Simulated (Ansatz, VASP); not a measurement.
# One calculation of Tl, two programs

INCAR

```
SYSTEM = Tl
ALGO     = Normal         ! electronic algorithm
EDIFF    = 1E-6           ! SCF threshold, eV
ENCUT    = 520            ! plane-wave cutoff, eV
ISIF     = 2              ! what is computed and relaxed
ISMEAR   = -1             ! smearing method
LASPH    = .TRUE.         ! aspherical terms in the spheres
LCHARG   = .FALSE.        ! write CHGCAR
LREAL    = .FALSE.        ! projectors in reciprocal space
LWAVE    = .FALSE.        ! write WAVECAR
NBANDS   = 20             ! bands
NELM     = 60             ! most SCF steps
PREC     = Accurate       ! precision mode
SIGMA    = 0.01           ! smearing width, eV
```

File KPOINTS:

```
k-points
0
G
  11 11 6
  0 0 0
```

File POSCAR:

```
Tl
1.0
    3.4014029632      0.0000000000      0.0000000000
   -1.7007014816      2.9457013746      0.0000000000
    0.0000000000      0.0000000000      5.4430041633
Tl
2
Direct
    0.3333333333      0.6666666667      0.2500000000
    0.6666666667      0.3333333333      0.7500000000
```

Input for Ansatz:

```yaml
crystal:
  lattice:
    - [3.4014029632, 0.0, 0.0]
    - [-1.7007014816, 2.9457013746, 0.0]
    - [0.0, 0.0, 5.4430041633]
  atoms:
    - { symbol: Tl, position: [0.3333333333, 0.6666666667, 0.25] }
    - { symbol: Tl, position: [0.6666666667, 0.3333333333, 0.75] }
hamiltonian:
  xc: lda
  pseudopotentials:
    kind: paw
    azcp:
      Tl: "pseudopotentials/Tl.paw.azcp"
basis:
  ecutwfc: 420
  fft_grid_basis: typed
kpoints:
  mp_grid: { grid: [11, 11, 6], shift: [0, 0, 0] }
magnetization:
  spin_polarized: false
scf:
  occupations: { method: fermi_dirac, width: 0.01 }
  lower_state_search: "off"
output:
  stress: true
```

Alike in both runs: task single point; functional LDA; k mesh 11 × 11 × 6; occupations fermi-dirac, width 0.01 eV; no spin polarisation.

|  | VASP | Ansatz |
| --- | --- | --- |
| version | VASP 6.6.1 | Ansatz 0.2.0 |
| potentials or method | VASP PAW LDA potentials, release 64 (Tl_d), cutoff 520 eV | plane waves (420 eV) with PAW, scalar-relativistic |
| valence electrons in the cell | 26 | 26 |

Ansatz gave:

| Property | Result |
| --- | --- |
| pressure (GPa) | -0.1 |
| traceless stress, the component that is largest in VASP (GPa) | 0.66 |

**Question.** Estimate VASP's values.

**Answer.** Pressure (GPa): 0.0; traceless stress, the component that is largest in VASP (GPa): 0.71.

Ansatz warns that its potentials were made for another functional, while VASP's fit it. LDA's correlation is that of Perdew and Zunger in VASP and of Perdew and Wang (1992) in Ansatz.

Neither program's run includes spin-orbit coupling.
